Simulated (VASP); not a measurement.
# BiO5 (F-43m) in VASP: notebook

The runs below take BiO5 through single point, relaxation of cell and atoms, with PBE.

All numbers are computed with VASP 6.6.1; they aren't measurements. Logs are shortened: lines on timing, memory, paths and dates and some standing lists are left out, and cuts for length are marked.

## 1. The cell of the first run

The structure is cubic, space group F-43m (No. 216). The conventional cell has a = 6.323 Å, b = 6.323 Å, c = 6.323 Å, α = 90.00°, β = 90.00°, γ = 90.00°. Within 3.5 Å of Bi (site symmetry -43m) lie 16 O at 2.64 to 2.74 Å. Within 2.8 Å of O (site symmetry 3m) lie 9 O at 2.11 to 2.61 Å and 3 Bi at 2.64 Å. O (site symmetry -43m) has 12 O at 2.61 Å and 4 Bi at 2.74 Å within 3.4 Å.

## 2. Single point, PBE

Contents of INCAR:

```
SYSTEM = BiO5
PREC = Accurate ; ENCUT = 520
EDIFF = 1E-6 ; ISMEAR = 0
SIGMA = 0.1 ; LREAL = .False.
LASPH = .True. ; NELM = 100
ALGO = Normal ; ISIF = 2
LWAVE = .False. ; LCHARG = .False.
GGA = PE ; NBANDS = 32
```

Contents of KPOINTS:

```
regular mesh
0
Gamma
  4 4 4
  0 0 0
```

Contents of POSCAR:

```
BiO5
1.0
    0.0000000000      3.1615868269      3.1615868269
    3.1615868269      0.0000000000      3.1615868269
    3.1615868269      3.1615868269      0.0000000000
Bi O
1 5
Direct
    0.5000000000      0.5000000000      0.5000000000
    0.3539779159      0.8820073614      0.8820073614
    0.8820073614      0.8820073614      0.8820073614
    0.2500000000      0.2500000000      0.2500000000
    0.8820073614      0.8820073614      0.3539779159
    0.8820073614      0.3539779159      0.8820073614
```

Potentials or basis: VASP PAW PBE potentials, release 64 (Bi_d, O).

Run with:

```bash
> cat potpaw_PBE.64/Bi_d/POTCAR potpaw_PBE.64/O/POTCAR > POTCAR
> mpirun -np 1 vasp_std > vasp.out
```

OUTCAR:

```text
SYSTEM = BiO5
   PREC = Accurate
   ENCUT = 520
   EDIFF = 1E-6
   ISMEAR = 0
   LREAL = .False.
   LASPH = .True.
   NELM = 100
   ISIF = 2
   GGA = PE

 ion  position               nearest neighbor table
   1  0.500  0.500  0.500-   2 2.64   6 2.64   2 2.64   5 2.64   5 2.64   6 2.64   3 2.64   3 2.64
                             3 2.64   2 2.64   5 2.64   6 2.64   4 2.74   4 2.74   4 2.74   4 2.74
   2  0.354  0.882  0.882-   1 2.64   1 2.64   1 2.64
   3  0.882  0.882  0.882-   1 2.64   1 2.64   1 2.64
   4  0.250  0.250  0.250-   1 2.74   1 2.74   1 2.74   1 2.74
   5  0.882  0.882  0.354-   1 2.64   1 2.64   1 2.64
   6  0.882  0.354  0.882-   1 2.64   1 2.64   1 2.64

  LATTYP: Found a face centered cubic cell.
 ALAT       =     6.3231736538

  Lattice vectors:

 A1 = (   0.0000000000,   3.1615868269,   3.1615868269)
 A2 = (   3.1615868269,   0.0000000000,   3.1615868269)
 A3 = (   3.1615868269,   3.1615868269,   0.0000000000)

Analysis of symmetry for initial positions (statically):
=====================================================================
 Subroutine PRICEL returns:
 Original cell was already a primitive cell.

 Routine SETGRP: Setting up the symmetry group for a
 face centered cubic supercell.

 Subroutine GETGRP returns: Found 24 space group operations
 (whereof 24 operations were pure point group operations)
 out of a pool of 48 trial point group operations.

The static configuration has the point symmetry T_d .

Analysis of symmetry for dynamics (positions and initial velocities):
=====================================================================
 Subroutine PRICEL returns:
 Original cell was already a primitive cell.

 Routine SETGRP: Setting up the symmetry group for a
 face centered cubic supercell.

 Subroutine GETGRP returns: Found 24 space group operations
 (whereof 24 operations were pure point group operations)
 out of a pool of 48 trial point group operations.

The dynamic configuration has the point symmetry T_d .

 Subroutine INISYM returns: Found 24 space group operations
 (whereof 24 operations are pure point group operations),
 and found     1 'primitive' translations

----------------------------------------------------------------------------------------

                                     Primitive cell

  volume of cell :      63.2041

  direct lattice vectors                    reciprocal lattice vectors
     0.000000000  3.161586827  3.161586827    -0.158148432  0.158148432  0.158148432
     3.161586827  0.000000000  3.161586827     0.158148432 -0.158148432  0.158148432
     3.161586827  3.161586827  0.000000000     0.158148432  0.158148432 -0.158148432

  length of vectors
     4.471158969  4.471158969  4.471158969     0.273921120  0.273921120  0.273921120

  position of ions in fractional coordinates (direct lattice)
     0.500000000  0.500000000  0.500000000
     0.353977916  0.882007361  0.882007361
     0.882007361  0.882007361  0.882007361
     0.250000000  0.250000000  0.250000000
     0.882007361  0.882007361  0.353977916
     0.882007361  0.353977916  0.882007361

  ion indices of the primitive-cell ions
   primitive index   ion index
                 1           1
                 2           2
                 3           3
                 4           4
                 5           5
                 6           6

----------------------------------------------------------------------------------------

 KPOINTS: regular mesh

Automatic generation of k-mesh.
 Grid dimensions read from file:
 generate k-points for:    4    4    4

 Generating k-lattice:

  Cartesian coordinates                     Fractional coordinates (reciprocal lattice)
    -0.039537108  0.039537108  0.039537108     0.250000000  0.000000000  0.000000000
     0.039537108 -0.039537108  0.039537108     0.000000000  0.250000000  0.000000000
     0.039537108  0.039537108 -0.039537108     0.000000000  0.000000000  0.250000000

  Length of vectors
     0.068480280  0.068480280  0.068480280

  Shift w.r.t. Gamma in fractional coordinates (k-lattice)
     0.000000000  0.000000000  0.000000000

 Subroutine IBZKPT returns following result:
 ===========================================

 Found      8 irreducible k-points:

 Following reciprocal coordinates:
            Coordinates               Weight
  0.000000  0.000000  0.000000      1.000000
  0.250000  0.000000  0.000000      8.000000
  0.500000  0.000000  0.000000      4.000000
  0.250000  0.250000  0.000000      6.000000
  0.500000  0.250000  0.000000     24.000000
 -0.250000  0.250000  0.000000     12.000000
  0.500000  0.500000  0.000000      3.000000
 -0.250000  0.500000  0.250000      6.000000
   k-points           NKPTS =      8   k-points in BZ     NKDIM =      8   number of bands    NBANDS=     32
   number of dos      NEDOS =    301   number of ions     NIONS =      6
   total plane-waves  NPLWV =  46656
   dimension x,y,z NGX =    36 NGY =   36 NGZ =   36
   dimension x,y,z NGXF=    72 NGYF=   72 NGZF=   72
   ions per type =               1   5
   NGX,Y,Z   is equivalent  to a cutoff of  13.39, 13.39, 13.39 a.u.
   NGXF,Y,Z  is equivalent  to a cutoff of  26.77, 26.77, 26.77 a.u.
 SYSTEM =  BiO5
   PREC   = accura    normal or accurate (medium, high low for compatibility)
   ISTART =      0    job   : 0-new  1-cont  2-samecut
   ICHARG =      2    charge: 1-file 2-atom 10-const
   ISPIN  =      1    spin polarized calculation?
   LNONCOLLINEAR =      F non collinear calculations
   LSORBIT =      F    spin-orbit coupling
   LASPH  =      T    aspherical Exc in radial PAW
   ENCUT  =  520.0 eV  38.22 Ry    6.18 a.u.   8.31  8.31  8.31*2*pi/ulx,y,z
   NELM   =    100;   NELMIN=  2; NELMDL= -5     # of ELM steps
   EDIFF  = 0.1E-05   stopping-criterion for ELM
   LREAL  =      F    real-space projection
   EDIFFG = 0.1E-04   stopping-criterion for IOM
   NSW    =      0    number of steps for IOM
   IBRION =     -1    ionic relax: 0-MD 1-quasi-New 2-CG
   NFREE  =      0    steps in history (QN), initial steepest desc. (CG)
   ISIF   =      2    stress and relaxation
   ISYM   =      2    0-nonsym 1-usesym 2-fastsym
   POTIM  = 0.5000    time-step for ionic-motion
   TEBEG  =    0.0;   TEEND  =   0.0 temperature during run
   PSTRESS=    0.0 pullay stress
   NELECT =      45.0000    total number of electrons
   NUPDOWN=      -1.0000    fix difference up-down
   EMIN   =  10.00;   EMAX   =-10.00  energy-range for DOS
   EFERMI =   0.00;   METHOD = LEGACY
   ISMEAR =     0;   SIGMA  =   0.10  broadening in eV -4-tet -1-fermi 0-gaus
   EFERMI_NEDOS =   21; number of points for ismear=-14 and -15
   IALGO  =     38    algorithm
   IMIX   =      4    mixing-type and parameters
     AMIX     =   0.40;   BMIX     =  1.00
     AMIX_MAG =   1.60;   BMIX_MAG =  1.00
  volume/ion in A,a.u.               =      10.53        71.09
  Fermi-wavevector in a.u.,A,eV,Ry     =   1.461831  2.762460 29.074976  2.136950
  Thomas-Fermi vector in A             =   2.578116
   LORBIT       =      0    0 simple, 1 ext, 2 COOP (PROOUT), +10 PAW based schemes
   GGA     = PE    functional components
   LHFCALC =     F    Hartree Fock is set to
   AEXX    =    0.0000 exact exchange contribution
   IVDW    =     0    specifies the selected vdW correction
   LEPSILON=     F    determine dielectric tensor
   LRPA    =     F    only Hartree local field effects (RPA)
 non-spin polarized calculation
 Gauss-broadening in eV      SIGMA  =   0.10
  energy-cutoff  :      520.00
  volume of cell :       63.20
 maximum number of plane-waves:      1724
 NGX is ok and might be reduce to    36
   NGX = 17   NGY = 17   NGZ = 17

 number of electron      44.9999996 magnetization

 Free energy of the ion-electron system (eV)
  ---------------------------------------------------
  ext. energy  EPLUGINS =         0.00000000
  ---------------------------------------------------
  free energy    TOTEN  =       -22.25716923 eV

  energy without entropy =      -22.19812423  energy(sigma->0) =      -22.22764673

 E-fermi :   4.8208     XC(G=0): -11.7931

 val. band max:        4.8176273366   @ k =  -0.2500   0.5000   0.2500
 cond. band min:       4.8233647738   @ k =   0.5000   0.0000   0.0000
 fundamental gap:      0.0057374372
 Fermi energy:         4.8208464902

 k-point     1 :       0.0000    0.0000    0.0000
  band No.  band energies     occupation
      1     -17.1892      2.00000
      2     -17.1892      2.00000
      3     -17.1892      2.00000
      4     -17.1788      2.00000
      5     -17.1788      2.00000
      6     -15.1428      2.00000
[... 24 lines left out ...]
     31      21.3053      0.00000
     32      21.3063      0.00000

 k-point     2 :       0.2500    0.0000    0.0000
  band No.  band energies     occupation
      1     -17.1984      2.00000
      2     -17.1943      2.00000
      3     -17.1943      2.00000
      4     -17.1735      2.00000
      5     -17.1735      2.00000
      6     -14.7760      2.00000
[... 24 lines left out ...]
     31      21.0737      0.00000
     32      21.0737      0.00000

 k-point     3 :       0.5000    0.0000    0.0000
  band No.  band energies     occupation
      1     -17.2087      2.00000
      2     -17.2031      2.00000
      3     -17.2031      2.00000
      4     -17.1645      2.00000
      5     -17.1645      2.00000
      6     -14.1883      2.00000
[... 24 lines left out ...]
     31      21.0081      0.00000
     32      21.0081      0.00000

 k-point     4 :       0.2500    0.2500    0.0000
  band No.  band energies     occupation
      1     -17.2177      2.00000
      2     -17.2008      2.00000
      3     -17.1750      2.00000
      4     -17.1750      2.00000
      5     -17.1745      2.00000
      6     -14.6347      2.00000
[... 24 lines left out ...]
     31      21.6967      0.00000
     32      21.6967      0.00000

 k-point     5 :       0.5000    0.2500    0.0000
  band No.  band energies     occupation
      1     -17.2290      2.00000
      2     -17.2070      2.00000
      3     -17.1859      2.00000
      4     -17.1736      2.00000
      5     -17.1630      2.00000
      6     -13.9849      2.00000
[... 24 lines left out ...]
     31      20.6522      0.00000
     32      21.7404      0.00000

 k-point     6 :      -0.2500    0.2500    0.0000
  band No.  band energies     occupation
      1     -17.2090      2.00000
      2     -17.1971      2.00000
      3     -17.1968      2.00000
      4     -17.1767      2.00000
      5     -17.1705      2.00000
      6     -14.2440      2.00000
[... 24 lines left out ...]
     31      20.7527      0.00000
     32      21.2729      0.00000

 k-point     7 :       0.5000    0.5000    0.0000
  band No.  band energies     occupation
      1     -17.2579      2.00000
      2     -17.2232      2.00000
      3     -17.1701      2.00000
      4     -17.1599      2.00000
      5     -17.1599      2.00000
      6     -13.6198      2.00000
[... 24 lines left out ...]
     31      20.1473      0.00000
     32      22.2083      0.00000

 k-point     8 :      -0.2500    0.5000    0.2500
  band No.  band energies     occupation
      1     -17.2367      2.00000
      2     -17.2024      2.00000
      3     -17.1852      2.00000
      4     -17.1836      2.00000
      5     -17.1596      2.00000
      6     -13.6270      2.00000
[... 24 lines left out ...]
     31      20.7711      0.00000
     32      21.2676      0.00000

------------------------ aborting loop because EDIFF is reached ----------------------------------------

  FORCE on cell =-STRESS in cart. coord.  units (eV):
  Direction    XX          YY          ZZ          XY          YZ          ZX
  --------------------------------------------------------------------------------------
  -------------------------------------------------------------------------------------
  Total       -0.0625692     -0.0625692     -0.0625692     -0.0000000      0.0000000     -0.0000000
  in kB       -1.5860833     -1.5860833     -1.5860833     -0.0000000      0.0000000     -0.0000000
  external PRESSURE =      -1.5860833 kB  Pullay stress =       0.0000000 kB

 VOLUME and BASIS-vectors are now :
 -----------------------------------------------------------------------------
  energy-cutoff  :      520.00
  volume of cell :       63.20
      direct lattice vectors                 reciprocal lattice vectors
     0.000000000  3.161586827  3.161586827    -0.158148432  0.158148432  0.158148432
     3.161586827  0.000000000  3.161586827     0.158148432 -0.158148432  0.158148432
     3.161586827  3.161586827  0.000000000     0.158148432  0.158148432 -0.158148432

 POSITION                                       TOTAL-FORCE (eV/Angst)
 -----------------------------------------------------------------------------------
      3.16159      3.16159      3.16159        -0.000000     -0.000000     -0.000000
      5.57709      3.90767      3.90767         0.004048     -0.004048     -0.004048
      5.57709      5.57709      5.57709         0.004048      0.004048      0.004048
      1.58079      1.58079      1.58079        -0.000000     -0.000000     -0.000000
      3.90767      3.90767      5.57709        -0.004048     -0.004048      0.004048
      3.90767      5.57709      3.90767        -0.004048      0.004048     -0.004048
 -----------------------------------------------------------------------------------
    total drift:                               -0.000001     -0.000001     -0.000001

  FREE ENERGIE OF THE ION-ELECTRON SYSTEM (eV)
  ---------------------------------------------------
  free  energy   TOTEN  =       -22.2571692285 eV

  energy  without entropy=      -22.1981242258  energy(sigma->0) =      -22.22764673
```

Wall time 11 s (1 thread of Intel Xeon 6975P-C (Granite Rapids), shared host); peak memory 0.2 GiB.

Results:

```
Free energy   : -22.2572 eV
Pressure      : -0.2 GPa
Largest force : 0.007 eV/Å
```

Forces on the atoms (eV/Å):
```
Bi   0.000  0.000  0.000
O    0.004 -0.004 -0.004
O    0.004  0.004  0.004
O    0.000  0.000  0.000
O   -0.004 -0.004  0.004
O   -0.004  0.004 -0.004
```

Levels at points of the mesh, in eV from the Fermi level:
```csv
k point,band 20,band 21,band 22,band 23,band 24,band 25
"(0.00, 0.00, 0.00)",-1.25,0.43,0.43,0.43,1.15,1.15
"(0.50, 0.00, 0.00)",-1.13,-0.46,0.00,0.00,0.46,1.24
"(0.50, 0.50, 0.00)",-1.19,-1.00,-0.35,0.04,0.04,1.02
```

Caveat: the k points lie up to 0.43 Å⁻¹ apart; spin-orbit coupling is left out, which moves the levels of the heavy elements; an odd number of electrons without spin polarisation forces a metal; a magnetic or distorted state may lie lower.

## 3. Single point, PBE

This run uses another cell than the first one, of 13.07 Å³/atom, 1.241 times its volume.

Contents of INCAR:

```
SYSTEM = BiO5
ALGO = Normal
EDIFF = 1E-6
ENCUT = 520
GGA = PE
ISIF = 2
ISMEAR = 0
LASPH = .True.
LCHARG = .False.
LREAL = .False.
LWAVE = .False.
NBANDS = 32
NELM = 80
PREC = Accurate
SIGMA = 0.1
```

Contents of KPOINTS:

```
k-points
0
Gamma
  4 4 4
  0 0 0
```

Contents of POSCAR:

```
BiO5
1.0
    0.0000000000      3.3971137700      3.3971137700
    3.3971137700      0.0000000000      3.3971137700
    3.3971137700      3.3971137700      0.0000000000
Bi O
1 5
Direct
    0.5000000000      0.5000000000      0.5000000000
    0.3719714300      0.8760095200      0.8760095200
    0.8760095200      0.8760095200      0.8760095200
    0.2500000000      0.2500000000      0.2500000000
    0.8760095200      0.8760095200      0.3719714300
    0.8760095200      0.3719714300      0.8760095200
```

Potentials or basis: VASP PAW PBE potentials, release 64 (Bi_d, O).

Run with:

```bash
> cat potpaw_PBE.64/Bi_d/POTCAR potpaw_PBE.64/O/POTCAR > POTCAR
> mpirun -np 1 vasp_std > vasp.out
```

Run time: 15 s. Hardware: 1 thread of Intel Xeon 6975P-C (Granite Rapids), shared host; peak memory 0.19 GiB.

Results (log left out):

```
Free energy   : -21.2236 eV
Pressure      : -17.9 GPa
Largest force : 0.016 eV/Å
```

Forces on the atoms (eV/Å):
```
Bi   0.000  0.000  0.000
O   -0.009  0.009  0.009
O   -0.009 -0.009 -0.009
O    0.000  0.000  0.000
O    0.009  0.009 -0.009
O    0.009 -0.009  0.009
```

Levels at points of the mesh, in eV from the Fermi level:
```csv
k point,band 18,band 19,band 20,band 21,band 22,band 23,band 24,band 25,band 26,band 27
"(0.00, 0.00, 0.00)",-0.90,-0.90,-0.90,0.33,0.33,0.33,0.83,0.83,0.83,4.30
"(0.50, 0.00, 0.00)",-1.22,-1.22,-1.16,-0.61,-0.01,-0.01,0.35,0.87,0.87,3.59
"(0.50, 0.50, 0.00)",-1.09,-1.09,-1.06,-1.04,-0.18,0.02,0.02,0.74,0.74,3.86
```

Caveat: the k points lie up to 0.40 Å⁻¹ apart; spin-orbit coupling is left out, which moves the levels of the heavy elements; an odd number of electrons without spin polarisation forces a metal; a magnetic or distorted state may lie lower.

## 4. Single point, PBE

This run uses another cell than the first one, of 10.47 Å³/atom, 0.994 times its volume.

Contents of INCAR:

```
SYSTEM = BiO5
PREC = Accurate
ENCUT = 520
EDIFF = 1E-7
ISMEAR = 0
SIGMA = 0.1
LREAL = .FALSE.
LASPH = .TRUE.
NELM = 60
ALGO = Normal
ISIF = 2
LWAVE = .FALSE.
LCHARG = .FALSE.
GGA = PE
NBANDS = 32
```

Contents of KPOINTS:

```
Automatic mesh
0
G
  6 6 6
  0 0 0
```

Contents of POSCAR:

```
BiO5
1.0
    0.0000000000      3.1555076772      3.1555076772
    3.1555076772      0.0000000000      3.1555076772
    3.1555076772      3.1555076772      0.0000000000
Bi O
1 5
Direct
    0.5000000000      0.5000000000      0.5000000000
    0.1222879121      0.1222879121      0.6331362637
    0.1222879121      0.6331362637      0.1222879121
    0.7500000000      0.7500000000      0.7500000000
    0.1222879121      0.1222879121      0.1222879121
    0.6331362637      0.1222879121      0.1222879121
```

Run with:

```bash
> cat potpaw_PBE.64/Bi_d/POTCAR potpaw_PBE.64/O/POTCAR > POTCAR
> mpirun -np 1 vasp_std > vasp.out
```

It took 22 s on 1 thread of Intel Xeon 6975P-C (Granite Rapids), shared host; peak memory 0.2 GiB.

Results (log left out):

- Free energy: -22.3420 eV
- Pressure: -0.2 GPa

Levels at points of the mesh, in eV from the Fermi level:
| k point | band 18 | band 19 | band 20 | band 21 | band 22 | band 23 | band 24 | band 25 | band 26 | band 27 |
| --- | --- | --- | --- | --- | --- | --- | --- | --- | --- | --- |
| (0.00, 0.00, 0.00) | -1.25 | -1.25 | -1.25 | 0.31 | 0.31 | 0.31 | 1.06 | 1.06 | 1.06 | 5.60 |
| (0.50, 0.00, 0.00) | -1.80 | -1.80 | -1.45 | -0.50 | -0.04 | -0.04 | 0.33 | 1.12 | 1.12 | 4.96 |
| (0.50, 0.50, 0.00) | -1.64 | -1.64 | -1.53 | -0.90 | -0.28 | 0.00 | 0.00 | 0.92 | 0.92 | 5.24 |

Caveat: spin-orbit coupling is left out, which moves the levels of the heavy elements; an odd number of electrons without spin polarisation forces a metal; a magnetic or distorted state may lie lower.

(Continued in part 2 of 2.)
